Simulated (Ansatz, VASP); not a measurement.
FeS2: VASP beside Ansatz

```
Fe S
1.0
     4.43081    0.00000    0.00000
     0.00000    5.40056    0.00000
     0.00000    0.00000    3.37924
Fe S
2 4
Direct
  0.50000 0.50000 0.50000
  0.00000 0.00000 0.00000
  0.29905 0.87784 0.50000
  0.70095 0.12216 0.50000
  0.20095 0.37784 0.00000
  0.79905 0.62216 0.00000
```

Alike in both runs: task single point; functional PBE; k mesh 4 × 4 × 6; occupations methfessel-paxton of order 1, width 0.001 eV; no spin polarisation.

|  | VASP | Ansatz |
| --- | --- | --- |
| version | VASP 6.6.1 | Ansatz 0.2.0 |
| potentials or method | VASP PAW PBE potentials, release 64 (Fe, S) | plane waves |
| plane-wave cutoff (eV) | 600 | 420 |
| valence electrons in the cell | 40 | 56 |

Ansatz gave:

```
gap on the k mesh at the Fermi level (eV)                     : 0.94
pressure (GPa)                                                : 0.8
traceless stress, the component that is largest in VASP (GPa) : -0.35
rms of the force components (eV/Å)                            : 0.156
```

Which values does VASP return?

gap on the k mesh at the Fermi level (eV): 0.92; pressure (GPa): 0.9; traceless stress, the component that is largest in VASP (GPa): -0.20; rms of the force components (eV/Å): 0.118.

Atom by atom the forces differ by 0.038 eV/Å (rms over components). With one functional, cell and mesh, what is left measures potentials, basis and numerics. VASP's potentials hold 40 valence electrons a cell and Ansatz's 56, so a difference there can come from the potentials and not from the codes.
